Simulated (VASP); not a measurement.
# SnO (Pmmn) in VASP: notebook

Runs on SnO. Level: PBE. Tasks: single point.

All numbers are computed with VASP 6.6.1; they aren't measurements. Logs are shortened: lines on timing, memory, paths and dates and some standing lists are left out, and cuts for length are marked.

## (1) The cell of the first run

Symmetry: Pmmn, No. 59, orthorhombic system. Conventional cell: a = 3.868 Å, b = 3.868 Å, c = 5.067 Å, α = 90.00°, β = 90.00°, γ = 90.00°. Sn (site symmetry mm2) has 4 O at 2.20 to 2.32 Å within 2.9 Å. Within 2.9 Å of O (site symmetry mm2) lie 4 Sn at 2.20 to 2.32 Å and 4 O at 2.75 Å.

## (2) Single point, PBE (atoms displaced along a vibrational mode)

File INCAR:

```
ALGO = Normal
EDIFF = 1E-6
ENCUT = 520
GGA = PE
ISIF = 2
ISMEAR = 0
LASPH = T
LCHARG = T
LELF = T
LREAL = F
LVHAR = T
LWAVE = F
NBANDS = 28
NELM = 60
PREC = Accurate
SIGMA = 0.05
```

File KPOINTS:

```
k-points
0
Gamma
  10 10 8
```

File POSCAR:

```
SnO
1.0
    3.8681707514      0.0000000000      0.0000000000
    0.0000000000      3.8681707514      0.0000000000
    0.0000000000      0.0000000000      5.0672768981
Sn O
2 2
Direct
    0.0000000000      0.5000000000      0.2287361932
    0.5000000000      0.0000000000      0.7712638068
    0.0000000000      0.0000000000     -0.0236813583
    0.5000000000      0.5000000000      0.0236813583
```

Potentials or basis: VASP PAW PBE potentials, release 64 (Sn_d, O).

Started as:

```
$ cat potpaw_PBE.64/Sn_d/POTCAR potpaw_PBE.64/O/POTCAR > POTCAR
$ mpirun -np 1 vasp_std > vasp.out
```

OUTCAR:

```text
EDIFF = 1E-6
   ENCUT = 520
   GGA = PE
   ISIF = 2
   ISMEAR = 0
   LASPH = T
   LREAL = F
   NELM = 60
   PREC = Accurate

 ion  position               nearest neighbor table
   1  0.000  0.500  0.229-   4 2.20   4 2.20   3 2.32   3 2.32   2 3.59   2 3.59   2 3.59   2 3.59

   2  0.500  0.000  0.771-   3 2.20   3 2.20   4 2.32   4 2.32   1 3.59   1 3.59   1 3.59   1 3.59

   3  0.000  0.000  0.976-   2 2.20   2 2.20   1 2.32   1 2.32
   4  0.500  0.500  0.024-   1 2.20   1 2.20   2 2.32   2 2.32

  LATTYP: Found a simple tetragonal cell.
 ALAT       =     3.8681707514
 C/A-ratio  =     1.3099930752

  Lattice vectors:

 A1 = (   3.8681707514,   0.0000000000,   0.0000000000)
 A2 = (   0.0000000000,   3.8681707514,   0.0000000000)
 A3 = (   0.0000000000,   0.0000000000,   5.0672768981)

Analysis of symmetry for initial positions (statically):
=====================================================================
 Subroutine PRICEL returns:
 Original cell was already a primitive cell.

 Routine SETGRP: Setting up the symmetry group for a
 simple tetragonal supercell.

 Subroutine GETGRP returns: Found  8 space group operations
 (whereof  4 operations were pure point group operations)
 out of a pool of 16 trial point group operations.

The static configuration has the point symmetry C_2v.
 The point group associated with its full space group is D_2h.

Analysis of symmetry for dynamics (positions and initial velocities):
=====================================================================
 Subroutine PRICEL returns:
 Original cell was already a primitive cell.

 Routine SETGRP: Setting up the symmetry group for a
 simple tetragonal supercell.

 Subroutine GETGRP returns: Found  8 space group operations
 (whereof  4 operations were pure point group operations)
 out of a pool of 16 trial point group operations.

The dynamic configuration has the point symmetry C_2v.
 The point group associated with its full space group is D_2h.

 Subroutine INISYM returns: Found  8 space group operations
 (whereof  4 operations are pure point group operations),
 and found     1 'primitive' translations

----------------------------------------------------------------------------------------

[... 92 lines left out ...]
   LSORBIT =      F    spin-orbit coupling
   LASPH  =      T    aspherical Exc in radial PAW
   ENCUT  =  520.0 eV  38.22 Ry    6.18 a.u.   7.19  7.19  9.42*2*pi/ulx,y,z
   NELM   =     60;   NELMIN=  2; NELMDL= -5     # of ELM steps
   EDIFF  = 0.1E-05   stopping-criterion for ELM
   LREAL  =      F    real-space projection
   EDIFFG = 0.1E-04   stopping-criterion for IOM
   NSW    =      0    number of steps for IOM
   IBRION =     -1    ionic relax: 0-MD 1-quasi-New 2-CG
   NFREE  =      0    steps in history (QN), initial steepest desc. (CG)
   ISIF   =      2    stress and relaxation
   ISYM   =      2    0-nonsym 1-usesym 2-fastsym
   POTIM  = 0.5000    time-step for ionic-motion
   TEBEG  =    0.0;   TEEND  =   0.0 temperature during run
   PSTRESS=    0.0 pullay stress
   NELECT =      40.0000    total number of electrons
   NUPDOWN=      -1.0000    fix difference up-down
   EMIN   =  10.00;   EMAX   =-10.00  energy-range for DOS
   EFERMI =   0.00;   METHOD = LEGACY
   ISMEAR =     0;   SIGMA  =   0.05  broadening in eV -4-tet -1-fermi 0-gaus
   EFERMI_NEDOS =   21; number of points for ismear=-14 and -15
   IALGO  =     38    algorithm
   IMIX   =      4    mixing-type and parameters
     AMIX     =   0.40;   BMIX     =  1.00
     AMIX_MAG =   1.60;   BMIX_MAG =  1.00
  volume/ion in A,a.u.               =      18.96       127.92
  Fermi-wavevector in a.u.,A,eV,Ry     =   1.322816  2.499760 23.808057  1.749843
  Thomas-Fermi vector in A             =   2.452470
   LORBIT       =      0    0 simple, 1 ext, 2 COOP (PROOUT), +10 PAW based schemes
   GGA     = PE    functional components
   LHFCALC =     F    Hartree Fock is set to
   AEXX    =    0.0000 exact exchange contribution
   IVDW    =     0    specifies the selected vdW correction
   LEPSILON=     F    determine dielectric tensor
   LRPA    =     F    only Hartree local field effects (RPA)
 non-spin polarized calculation
 Gauss-broadening in eV      SIGMA  =   0.05
  energy-cutoff  :      520.00
  volume of cell :       75.82
 maximum number of plane-waves:      2060
 NGX is ok and might be reduce to    30
   NGX = 15   NGY = 15   NGZ = 19

 number of electron      39.9999994 magnetization

 Free energy of the ion-electron system (eV)
  ---------------------------------------------------
  ext. energy  EPLUGINS =         0.00000000
  ---------------------------------------------------
  free energy    TOTEN  =       -22.63328528 eV

  energy without entropy =      -22.63328528  energy(sigma->0) =      -22.63328528

 E-fermi :   6.4143     XC(G=0):  -9.8236

 val. band max:        6.1285013439   @ k =   0.0000   0.1000   0.0000
 cond. band min:       6.6113340047   @ k =   0.5000   0.5000   0.0000
 fundamental gap:      0.4828326608
 Fermi energy:         6.4143030567

 k-point     1 :       0.0000    0.0000    0.0000
  band No.  band energies     occupation
      1     -15.6312      2.00000
      2     -15.2854      2.00000
      3     -15.2564      2.00000
      4     -15.2398      2.00000
      5     -15.2157      2.00000
      6     -15.2092      2.00000
[... 733 lines left out ...]
     27      14.0170      0.00000
     28      14.3518      0.00000

 [... further k-points ...]

------------------------ aborting loop because EDIFF is reached ----------------------------------------

  FORCE on cell =-STRESS in cart. coord.  units (eV):
  Direction    XX          YY          ZZ          XY          YZ          ZX
  --------------------------------------------------------------------------------------
  -------------------------------------------------------------------------------------
  Total        1.8055862     -1.1976586      0.2638138      0.0000000      0.0000000      0.0000000
  in kB       38.1542477    -25.3079935      5.5747089      0.0000000      0.0000000      0.0000000
  external PRESSURE =       6.1403210 kB  Pullay stress =       0.0000000 kB

 VOLUME and BASIS-vectors are now :
 -----------------------------------------------------------------------------
  energy-cutoff  :      520.00
  volume of cell :       75.82
      direct lattice vectors                 reciprocal lattice vectors
     3.868170751  0.000000000  0.000000000     0.258520129  0.000000000  0.000000000
     0.000000000  3.868170751  0.000000000     0.000000000  0.258520129  0.000000000
     0.000000000  0.000000000  5.067276898     0.000000000  0.000000000  0.197344653

 POSITION                                       TOTAL-FORCE (eV/Angst)
 -----------------------------------------------------------------------------------
      0.00000      1.93409      1.15907         0.000000      0.000000      0.214360
      1.93409      0.00000      3.90821         0.000000      0.000000     -0.214360
      0.00000      0.00000      4.94728         0.000000      0.000000      0.772889
      1.93409      1.93409      0.12000         0.000000      0.000000     -0.772889
 -----------------------------------------------------------------------------------
    total drift:                                0.000000      0.000000      0.000000

  FREE ENERGIE OF THE ION-ELECTRON SYSTEM (eV)
  ---------------------------------------------------
  free  energy   TOTEN  =       -22.6332852825 eV

  energy  without entropy=      -22.6332852825  energy(sigma->0) =      -22.63328528
```

OSZICAR:

```text
N       E                     dE             d eps       ncg     rms          rms(c)
DAV:   1     0.414160880283E+03    0.41416E+03   -0.19819E+04 10368   0.211E+03
DAV:   2     0.378109411316E+02   -0.37635E+03   -0.36171E+03 10416   0.531E+02
DAV:   3    -0.234174228591E+02   -0.61228E+02   -0.59954E+02 11552   0.181E+02
DAV:   4    -0.264080665733E+02   -0.29906E+01   -0.29760E+01 11584   0.428E+01
DAV:   5    -0.264794301144E+02   -0.71364E-01   -0.71355E-01 10956   0.716E+00    0.118E+01
DAV:   6    -0.226935489477E+02    0.37859E+01   -0.18253E+01 16260   0.460E+01    0.513E+00
DAV:   7    -0.226544851053E+02    0.39064E-01   -0.22225E+00 11864   0.882E+00    0.251E+00
DAV:   8    -0.226400354054E+02    0.14450E-01   -0.31875E-01 12480   0.374E+00    0.820E-01
DAV:   9    -0.226321636340E+02    0.78718E-02   -0.51670E-02 16276   0.220E+00    0.257E-01
DAV:  10    -0.226338040144E+02   -0.16404E-02   -0.88915E-03 13600   0.842E-01    0.170E-01
DAV:  11    -0.226332482101E+02    0.55580E-03   -0.29394E-03 15332   0.478E-01    0.242E-02
DAV:  12    -0.226332904163E+02   -0.42206E-04   -0.34888E-04 10504   0.110E-01    0.354E-02
DAV:  13    -0.226332851660E+02    0.52502E-05   -0.46834E-05 13108   0.641E-02    0.332E-03
DAV:  14    -0.226332852825E+02   -0.11646E-06   -0.48906E-06 11148   0.141E-02
   1 F= -.22633285E+02 E0= -.22633285E+02  d E =-.127175E-10
```

stdout:

```text
POSCAR found type information on POSCAR SnO
 POSCAR found :  2 types and       4 ions
 scaLAPACK will be used
 LDA part: xc-table for (Slater+PW92), standard interpolation
 POSCAR, INCAR and KPOINTS ok, starting setup
 FFT: planning ... GRIDC
 FFT: planning ... GRID_SOFT
 FFT: planning ... GRID
 WAVECAR not read
 entering main loop
```

Run time: 8.5 min. Hardware: 1 thread of Intel Xeon 8259CL, shared host; peak memory 0.41 GiB.

What came out:

```yaml
Free_energy: -22.6333 eV
Pressure: 0.6 GPa
Largest_force: 0.773 eV/Å
Band_gap_on_the_k_mesh: 0.48 eV (least direct gap 1.94 eV)
```

Forces in eV/Å, atoms in the order of the input:
```
Sn   0.000  0.000  0.214
Sn   0.000  0.000 -0.214
O    0.000  0.000  0.773
O    0.000  0.000 -0.773
```

Stress tensor (GPa, compression positive):
```
 3.82  0.00  0.00
 0.00 -2.53  0.00
 0.00  0.00  0.56
```

Caveat: the cell differs from its parent crystal (atoms displaced along a vibrational mode); the stress differs along the axes, from -3 to 4 GPa; semilocal functionals underestimate gaps, and a narrow one can read as zero; spin-orbit coupling is left out, which moves the levels of the heavy elements. A k mesh can miss the band edges.

(Part 1 of 2 ends here.)
